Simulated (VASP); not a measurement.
# BiTe (Fm-3m) in VASP: further runs

Aim: see how the results for BiTe move with the level of theory and the settings. Levels: r2SCAN, PBE, PBEsol. Tasks: relaxation of the atoms, relaxation of cell and atoms.

All numbers are computed with VASP 6.6.1; they aren't measurements. Logs are shortened: lines on timing, memory, paths and dates and some standing lists are left out, and cuts for length are marked.

### Step 1. The cell of the first run

Symmetry: Fm-3m, No. 225, cubic system. Conventional cell: a = 6.518 Å, b = 6.518 Å, c = 6.518 Å, α = 90.00°, β = 90.00°, γ = 90.00°. Bi (site symmetry m-3m) has 6 Te at 3.26 Å within 4.3 Å. Te (site symmetry m-3m) has 6 Bi at 3.26 Å within 4.3 Å.

### Step 2. Relaxation of the atoms, r2SCAN

Contents of POSCAR:

```
BiTe
1.0
    0.0000000000      3.2588894500      3.2588894500
    3.2588894500      0.0000000000      3.2588894500
    3.2588894500      3.2588894500      0.0000000000
Bi Te
1 1
Direct
    0.0000000000      0.0000000000      0.0000000000
    0.5000000000      0.5000000000      0.5000000000
```

Contents of INCAR.step1:

```
PREC = Accurate ; ENCUT = 520
ISMEAR = -1 ; SIGMA = 0.1
LREAL = F ; LASPH = T
NELM = 80 ; GGA = PE
ALGO = Normal ; EDIFF = 1E-4
LWAVE = T ; LCHARG = F
```

Contents of INCAR.step2:

```
PREC = Accurate ; ENCUT = 520
EDIFF = 1E-6 ; ISMEAR = -1
SIGMA = 0.1 ; LREAL = F
LASPH = T ; NELM = 80
ALGO = Normal ; ISIF = 2
LWAVE = F ; LCHARG = F
METAGGA = R2SCAN ; LMIXTAU = T
IBRION = 2 ; NSW = 50
EDIFFG = -0.01 ; ISTART = 1
```

Contents of KPOINTS:

```
regular mesh
0
Gamma
  9 9 9
```

Potentials or basis: VASP PAW PBE potentials, release 64 (Bi_d, Te).

Started as:

```console
$ cat potpaw_PBE.64/Bi_d/POTCAR potpaw_PBE.64/Te/POTCAR > POTCAR
$ cp INCAR.step1 INCAR
$ mpirun -np 1 vasp_std > vasp.out
$ cp INCAR.step2 INCAR
$ mpirun -np 1 vasp_std > vasp.out
```

OUTCAR:

```text
PREC = Accurate
   ENCUT = 520
   EDIFF = 1E-6
   ISMEAR = -1
   LREAL = F
   LASPH = T
   NELM = 80
   ISIF = 2
   METAGGA = R2SCAN
   IBRION = 2
   NSW = 50
   EDIFFG = -0.01
   ISTART = 1

 ion  position               nearest neighbor table
   1  0.000  0.000  0.000-   2 3.26   2 3.26   2 3.26   2 3.26   2 3.26   2 3.26
   2  0.500  0.500  0.500-   1 3.26   1 3.26   1 3.26   1 3.26   1 3.26   1 3.26

  LATTYP: Found a face centered cubic cell.
 ALAT       =     6.5177789000

  Lattice vectors:

 A1 = (   0.0000000000,   3.2588894500,   3.2588894500)
 A2 = (   3.2588894500,   0.0000000000,   3.2588894500)
 A3 = (   3.2588894500,   3.2588894500,   0.0000000000)

Analysis of symmetry for initial positions (statically):
=====================================================================
 Subroutine PRICEL returns:
 Original cell was already a primitive cell.

 Routine SETGRP: Setting up the symmetry group for a
 face centered cubic supercell.

 Subroutine GETGRP returns: Found 48 space group operations
 (whereof 48 operations were pure point group operations)
 out of a pool of 48 trial point group operations.

The static configuration has the point symmetry O_h .

Analysis of symmetry for dynamics (positions and initial velocities):
=====================================================================
 Subroutine PRICEL returns:
 Original cell was already a primitive cell.

 Routine SETGRP: Setting up the symmetry group for a
 face centered cubic supercell.

 Subroutine GETGRP returns: Found 48 space group operations
 (whereof 48 operations were pure point group operations)
 out of a pool of 48 trial point group operations.

The dynamic configuration has the point symmetry O_h .

 Subroutine INISYM returns: Found 48 space group operations
 (whereof 48 operations are pure point group operations),
 and found     1 'primitive' translations

----------------------------------------------------------------------------------------

                                     Primitive cell

  volume of cell :      69.2212

  direct lattice vectors                    reciprocal lattice vectors
     0.000000000  3.258889450  3.258889450    -0.153426499  0.153426499  0.153426499
     3.258889450  0.000000000  3.258889450     0.153426499 -0.153426499  0.153426499
     3.258889450  3.258889450  0.000000000     0.153426499  0.153426499 -0.153426499

  length of vectors
     4.608765658  4.608765658  4.608765658     0.265742492  0.265742492  0.265742492

  position of ions in fractional coordinates (direct lattice)
     0.000000000  0.000000000  0.000000000
     0.500000000  0.500000000  0.500000000

  ion indices of the primitive-cell ions
   primitive index   ion index
                 1           1
                 2           2

----------------------------------------------------------------------------------------

 KPOINTS: regular mesh

Automatic generation of k-mesh.
 Grid dimensions read from file:
 generate k-points for:    9    9    9

 Generating k-lattice:

  Cartesian coordinates                     Fractional coordinates (reciprocal lattice)
    -0.017047389  0.017047389  0.017047389     0.111111111  0.000000000  0.000000000
     0.017047389 -0.017047389  0.017047389     0.000000000  0.111111111  0.000000000
     0.017047389  0.017047389 -0.017047389     0.000000000  0.000000000  0.111111111

  Length of vectors
     0.029526944  0.029526944  0.029526944

  Shift w.r.t. Gamma in fractional coordinates (k-lattice)
     0.000000000  0.000000000  0.000000000

 Subroutine IBZKPT returns following result:
 ===========================================

 Found     35 irreducible k-points:

 Following reciprocal coordinates:
            Coordinates               Weight
  0.000000  0.000000  0.000000      1.000000
  0.111111  0.000000  0.000000      8.000000
  0.222222  0.000000  0.000000      8.000000
  0.333333  0.000000  0.000000      8.000000
  0.444444  0.000000  0.000000      8.000000
  0.111111  0.111111  0.000000      6.000000
[... 16 lines left out ...]
 -0.333333  0.333333  0.000000     12.000000
  0.444444  0.444444  0.000000      6.000000
 [... further k-points ...]
   k-points           NKPTS =     35   k-points in BZ     NKDIM =     35   number of bands    NBANDS=     14
   number of dos      NEDOS =    301   number of ions     NIONS =      2
   total plane-waves  NPLWV =  46656
   dimension x,y,z NGX =    36 NGY =   36 NGZ =   36
   dimension x,y,z NGXF=    72 NGYF=   72 NGZF=   72
   ions per type =               1   1
   NGX,Y,Z   is equivalent  to a cutoff of  12.99, 12.99, 12.99 a.u.
   NGXF,Y,Z  is equivalent  to a cutoff of  25.97, 25.97, 25.97 a.u.
 SYSTEM =  unknown system
   PREC   = accura    normal or accurate (medium, high low for compatibility)
   ISTART =      1    job   : 0-new  1-cont  2-samecut
   ICHARG =      0    charge: 1-file 2-atom 10-const
   ISPIN  =      1    spin polarized calculation?
   LNONCOLLINEAR =      F non collinear calculations
   LSORBIT =      F    spin-orbit coupling
   LASPH  =      T    aspherical Exc in radial PAW
   ENCUT  =  520.0 eV  38.22 Ry    6.18 a.u.   8.57  8.57  8.57*2*pi/ulx,y,z
   NELM   =     80;   NELMIN=  2; NELMDL=  0     # of ELM steps
   EDIFF  = 0.1E-05   stopping-criterion for ELM
   LREAL  =      F    real-space projection
   EDIFFG = -.1E-01   stopping-criterion for IOM
   NSW    =     50    number of steps for IOM
   IBRION =      2    ionic relax: 0-MD 1-quasi-New 2-CG
   NFREE  =      1    steps in history (QN), initial steepest desc. (CG)
   ISIF   =      2    stress and relaxation
   ISYM   =      2    0-nonsym 1-usesym 2-fastsym
   POTIM  = 0.5000    time-step for ionic-motion
   TEBEG  =    0.0;   TEEND  =   0.0 temperature during run
   PSTRESS=    0.0 pullay stress
   NELECT =      21.0000    total number of electrons
   NUPDOWN=      -1.0000    fix difference up-down
   EMIN   =  10.00;   EMAX   =-10.00  energy-range for DOS
   EFERMI =   0.00;   METHOD = LEGACY
   ISMEAR =    -1;   SIGMA  =   0.10  broadening in eV -4-tet -1-fermi 0-gaus
   EFERMI_NEDOS =   21; number of points for ismear=-14 and -15
   IALGO  =     38    algorithm
   IMIX   =      4    mixing-type and parameters
     AMIX     =   0.40;   BMIX     =  1.00
     AMIX_MAG =   1.60;   BMIX_MAG =  1.00
  volume/ion in A,a.u.               =      34.61       233.56
  Fermi-wavevector in a.u.,A,eV,Ry     =   1.100023  2.078741 16.463728  1.210050
  Thomas-Fermi vector in A             =   2.236427
   LORBIT       =      0    0 simple, 1 ext, 2 COOP (PROOUT), +10 PAW based schemes
   METAGGA = R2SCAN    functional components
   LHFCALC =     F    Hartree Fock is set to
   AEXX    =    0.0000 exact exchange contribution
   IVDW    =     0    specifies the selected vdW correction
   LEPSILON=     F    determine dielectric tensor
   LRPA    =     F    only Hartree local field effects (RPA)
 conjugate gradient relaxation of ions
 non-spin polarized calculation
  energy-cutoff  :      520.00
  volume of cell :       69.22
 maximum number of plane-waves:      1889
   NGX = 17   NGY = 17   NGZ = 17

 number of electron      20.9999995 magnetization

 Free energy of the ion-electron system (eV)
  ---------------------------------------------------
  ext. energy  EPLUGINS =         0.00000000
  ---------------------------------------------------
  free energy    TOTEN  =       -84.04211853 eV

  energy without entropy =      -83.98927116  energy(sigma->0) =      -84.01569484

 E-fermi :   6.3250     XC(G=0):  -9.8956

 val. band max:        6.2977244889   @ k =   0.3333   0.0000   0.0000
 cond. band min:       6.3486454741   @ k =   0.3333   0.0000   0.0000
 fundamental gap:      0.0509209851
 Fermi energy:         6.3250158582

 k-point     1 :       0.0000    0.0000    0.0000
  band No.  band energies     occupation
      1     -17.5713      2.00000
      2     -17.5713      2.00000
      3     -17.5671      2.00000
      4     -17.5671      2.00000
      5     -17.5671      2.00000
      6      -7.6689      2.00000
      7      -2.0701      2.00000
      8       3.5889      2.00000
      9       3.5889      2.00000
     10       3.5890      2.00000
     11       8.5211      0.00000
     12       8.5211      0.00000
     13       8.5211      0.00000
     14      11.3704      0.00000

 k-point     2 :       0.1111    0.0000    0.0000
  band No.  band energies     occupation
      1     -17.5717      2.00000
      2     -17.5717      2.00000
      3     -17.5669      2.00000
      4     -17.5665      2.00000
      5     -17.5665      2.00000
      6      -7.5555      2.00000
      7      -2.3615      2.00000
      8       3.6297      2.00000
      9       3.6297      2.00000
     10       3.7242      2.00000
     11       8.0429      0.00000
     12       8.0858      0.00000
     13       8.0858      0.00000
     14      11.2402      0.00000

 k-point     3 :       0.2222    0.0000    0.0000
  band No.  band energies     occupation
      1     -17.5731      2.00000
      2     -17.5731      2.00000
      3     -17.5664      2.00000
      4     -17.5646      2.00000
      5     -17.5646      2.00000
      6      -7.2189      2.00000
      7      -3.1003      2.00000
      8       3.7579      2.00000
      9       3.7579      2.00000
     10       4.0237      2.00000
     11       7.1368      0.00060
     12       7.2076      0.00029
     13       7.2076      0.00029
     14      11.4013      0.00000
[... 324 lines left out ...]
 k-point    23 :      -0.3333    0.3333    0.0000
  band No.  band energies     occupation
      1     -17.5803      2.00000
      2     -17.5721      2.00000
      3     -17.5648      2.00000
      4     -17.5611      2.00000
      5     -17.5595      2.00000
      6      -5.4017      2.00000
      7      -5.0449      2.00000
      8       1.1565      2.00000
      9       3.0351      2.00000
     10       3.1737      2.00000
     11       7.5117      0.00001
     12       7.6703      0.00000
     13      10.4116      0.00000
     14      11.5369      0.00000

 k-point    24 :       0.4444    0.4444    0.0000
  band No.  band energies     occupation
      1     -17.5858      2.00000
      2     -17.5702      2.00000
      3     -17.5670      2.00000
      4     -17.5573      2.00000
      5     -17.5573      2.00000
      6      -5.9522      2.00000
      7      -3.9506      2.00000
      8       0.6998      2.00000
      9       2.1706      2.00000
     10       2.1706      2.00000
     11       8.9535      0.00000
     12       9.9197      0.00000
     13       9.9198      0.00000
     14      11.0098      0.00000

 [... further k-points ...]

------------------------ aborting loop because EDIFF is reached ----------------------------------------

  FORCE on cell =-STRESS in cart. coord.  units (eV):
  Direction    XX          YY          ZZ          XY          YZ          ZX
  --------------------------------------------------------------------------------------
  -------------------------------------------------------------------------------------
  Total       -0.4553419     -0.4553419     -0.4553419      0.0000000      0.0000000     -0.0000000
  in kB      -10.5392398    -10.5392398    -10.5392398      0.0000000      0.0000000     -0.0000000
  external PRESSURE =     -10.5392398 kB  Pullay stress =       0.0000000 kB

 VOLUME and BASIS-vectors are now :
 -----------------------------------------------------------------------------
  energy-cutoff  :      520.00
  volume of cell :       69.22
      direct lattice vectors                 reciprocal lattice vectors
     0.000000000  3.258889450  3.258889450    -0.153426499  0.153426499  0.153426499
     3.258889450  0.000000000  3.258889450     0.153426499 -0.153426499  0.153426499
     3.258889450  3.258889450  0.000000000     0.153426499  0.153426499 -0.153426499

 POSITION                                       TOTAL-FORCE (eV/Angst)
 -----------------------------------------------------------------------------------
      0.00000      0.00000      0.00000         0.000000      0.000000      0.000000
      3.25889      3.25889      3.25889        -0.000000      0.000000     -0.000000
 -----------------------------------------------------------------------------------
    total drift:                               -0.000000      0.000000      0.000000

  FREE ENERGIE OF THE ION-ELECTRON SYSTEM (eV)
  ---------------------------------------------------
  free  energy   TOTEN  =       -84.0421185250 eV

  energy  without entropy=      -83.9892711571  energy(sigma->0) =      -84.01569484

 reached required accuracy - stopping structural energy minimisation
```

Run time: 2.4 min. Hardware: 1 thread of Intel Xeon 8259CL, shared host; peak memory 0.24 GiB.

Results:

```
Free energy             : -84.0421 eV
Pressure after relaxing : -1.1 GPa
Band gap on the k mesh  : zero (an odd number of electrons rules out a gap without spin polarisation)
```

Final structure:
```cif
data_structure
_symmetry_space_group_name_H-M 'P 1'
_symmetry_Int_Tables_number 1
_cell_length_a 4.6088
_cell_length_b 4.6088
_cell_length_c 4.6088
_cell_angle_alpha 60.000
_cell_angle_beta 60.000
_cell_angle_gamma 60.000
_cell_volume 69.22
loop_
_atom_site_label
_atom_site_type_symbol
_atom_site_fract_x
_atom_site_fract_y
_atom_site_fract_z
_atom_site_occupancy
Bi1 Bi 0.00000 0.00000 0.00000 1
Te1 Te 0.50000 0.50000 0.50000 1
```

Levels at points of the mesh, in eV from the Fermi level:
```tsv
k point	band 6	band 7	band 8	band 9	band 10	band 11	band 12	band 13	band 14
(0.00, 0.00, 0.00)	-13.99	-8.40	-2.74	-2.74	-2.74	2.20	2.20	2.20	5.05
```

Caveat: the relaxation stopped at its first step, so nothing moved; the PAW data sets were made with another functional, which shifts forces and pressure a little; spin-orbit coupling is left out, which moves the levels of the heavy elements.

### Step 3. Relaxation of cell and atoms, PBE

This run uses another cell than the first one, of 33.86 Å³/atom.

Contents of INCAR:

```
SYSTEM = BiTe
PREC = Accurate ; ENCUT = 600
EDIFF = 1E-6 ; ISMEAR = -1
SIGMA = 0.1 ; LREAL = .False.
LASPH = .True. ; NELM = 60
ALGO = Normal ; ISIF = 3
LWAVE = .False. ; LCHARG = .False.
GGA = PE ; IBRION = 2
NSW = 80 ; EDIFFG = -0.01
```

Contents of KPOINTS:

```
regular mesh
0
Gamma
  9 9 9
  0 0 0
```

Contents of POSCAR:

```
BiTe
1.0
    0.0000000000      3.2350000000      3.2350000000
    3.2350000000      0.0000000000      3.2350000000
    3.2350000000      3.2350000000      0.0000000000
Bi Te
1 1
Direct
    0.0000000000      0.0000000000      0.0000000000
    0.5000000000      0.5000000000      0.5000000000
```

Potentials or basis: VASP PAW PBE potentials, release 64 (Bi_d, Te).

Started as:

```console
$ cat potpaw_PBE.64/Bi_d/POTCAR potpaw_PBE.64/Te/POTCAR > POTCAR
$ mpirun -np 1 vasp_std > vasp.out
```

Wall time 2.5 min (1 thread of Intel Xeon 8259CL, shared host); peak memory 0.26 GiB.

The run converged. Its results:

| Item | Value |
| --- | --- |
| Free energy | -7.1953 eV |
| Relaxed volume | 34.41 Å³/atom |
| Relaxed cell | a = 4.600 Å, b = 4.600 Å, c = 4.600 Å, α = 60.00°, β = 60.00°, γ = 60.00° |
| Space group after relaxing (to 0.1 Å) | Fm-3m (No. 225) |
| Energy gained by relaxing | 1.3 meV/atom |
| Ionic steps | 3 |
| Pressure after relaxing | 0.0 GPa |
| Band gap on the k mesh | zero (an odd number of electrons rules out a gap without spin polarisation) |

The path:
```csv
step,energy change (eV),largest force (eV/Å),pressure (GPa),volume (Å³)
1,0.0000,0.0000,0.78,67.71
2,-0.0021,0.0000,-0.36,69.34
3,-0.0027,0.0000,0.01,68.82
```

Final structure:
```
Bi Te
1.0
     0.00000    3.25253    3.25253
     3.25253    0.00000    3.25253
     3.25253    3.25253    0.00000
Bi Te
1 1
Direct
  0.00000 0.00000 0.00000
  0.50000 0.50000 0.50000
```

Levels at points of the mesh, in eV from the Fermi level:
```csv
k point,band 8,band 9,band 10,band 11,band 12,band 13
"(0.00, 0.00, 0.00)",-2.50,-2.50,-2.50,2.13,2.13,2.13
```

Caveat: spin-orbit coupling is left out, which moves the levels of the heavy elements.

### Step 4. Relaxation of cell and atoms, PBEsol

This run uses another cell than the first one, of 33.86 Å³/atom.

Contents of INCAR:

```
SYSTEM = BiTe
ALGO = Normal
EDIFF = 1E-7
EDIFFG = -0.01
ENCUT = 600
GGA = PS
IBRION = 2
ISIF = 3
ISMEAR = -1
LASPH = .True.
LCHARG = .False.
LREAL = .False.
LWAVE = .False.
NELM = 60
NSW = 80
PREC = Accurate
SIGMA = 0.1
```

Contents of KPOINTS:

```
k-points
0
Gamma
  9 9 9
  0 0 0
```

POSCAR is that of step 3.

Started as:

```console
$ cat potpaw_PBE.64/Bi_d/POTCAR potpaw_PBE.64/Te/POTCAR > POTCAR
$ mpirun -np 1 vasp_std > vasp.out
```

It took 3.2 min on 1 thread of Intel Xeon 8259CL, shared host; peak memory 0.27 GiB.

It converged, with:

```
Free energy                           : -8.0069 eV
Relaxed volume                        : 32.75 Å³/atom
Relaxed cell                          : a = 4.525 Å, b = 4.525 Å, c = 4.525 Å, α = 60.00°, β = 60.00°, γ = 60.00°
Space group after relaxing (to 0.1 Å) : Fm-3m (No. 225)
Energy gained by relaxing             : 5.9 meV/atom
Ionic steps                           : 3
Pressure after relaxing               : 0.0 GPa
Band gap on the k mesh                : zero (an odd number of electrons rules out a gap without spin polarisation)
```

Step by step:
| step | energy change (eV) | largest force (eV/Å) | pressure (GPa) | volume (Å³) |
| --- | --- | --- | --- | --- |
| 1 | 0.0000 | 0.0000 | -1.66 | 67.71 |
| 2 | -0.0082 | 0.0000 | 1.01 | 64.33 |
| 3 | -0.0118 | 0.0000 | 0.00 | 65.50 |

Final structure:
```cif
data_structure
_symmetry_space_group_name_H-M 'P 1'
_symmetry_Int_Tables_number 1
_cell_length_a 4.5247
_cell_length_b 4.5247
_cell_length_c 4.5247
_cell_angle_alpha 60.000
_cell_angle_beta 60.000
_cell_angle_gamma 60.000
_cell_volume 65.50
loop_
_atom_site_label
_atom_site_type_symbol
_atom_site_fract_x
_atom_site_fract_y
_atom_site_fract_z
_atom_site_occupancy
Bi1 Bi 0.00000 0.00000 0.00000 1
Te1 Te 0.50000 0.50000 0.50000 1
```

Levels at points of the mesh, in eV from the Fermi level:
```tsv
k point	band 7	band 8	band 9	band 10	band 11	band 12	band 13	band 14
(0.00, 0.00, 0.00)	-8.00	-2.60	-2.60	-2.60	2.24	2.24	2.24	4.60
```

Caveat: the PAW data sets were made with another functional, which shifts forces and pressure a little; spin-orbit coupling is left out, which moves the levels of the heavy elements.

### Step 5. The runs side by side

```csv
task,level,cell,cutoff (eV),gap on the mesh (eV),pressure (GPa),relaxed volume (Å³/atom)
relaxation of the atoms,r2SCAN,"atoms relaxed from a = 4.609 Å, angles 60.0°, 2 atoms",520,none,-1.1,-
relaxation of cell and atoms,PBE,"relaxed from a = 4.575 Å, angles 60.0°, 2 atoms",600,none,0.0,34.41
relaxation of cell and atoms,PBEsol,"relaxed from a = 4.575 Å, angles 60.0°, 2 atoms",600,none,0.0,32.75
```

Alike in all rows: potentials or basis VASP PAW PBE potentials, release 64 (Bi_d, Te); no spin polarisation; k mesh 9 × 9 × 9; smearing fermi-dirac 0.1 eV.

Caveats: spin-orbit coupling is left out, which moves the levels of the heavy elements; the PAW data sets were made with another functional, which shifts forces and pressure a little (at least some runs); the relaxation stopped at its first step, so nothing moved (at least some runs).

Total energies depend on the potentials used, so only differences within one code and one set of settings carry meaning.

The gap in the log of VASP goes by the Fermi energy; the results here count the filled bands.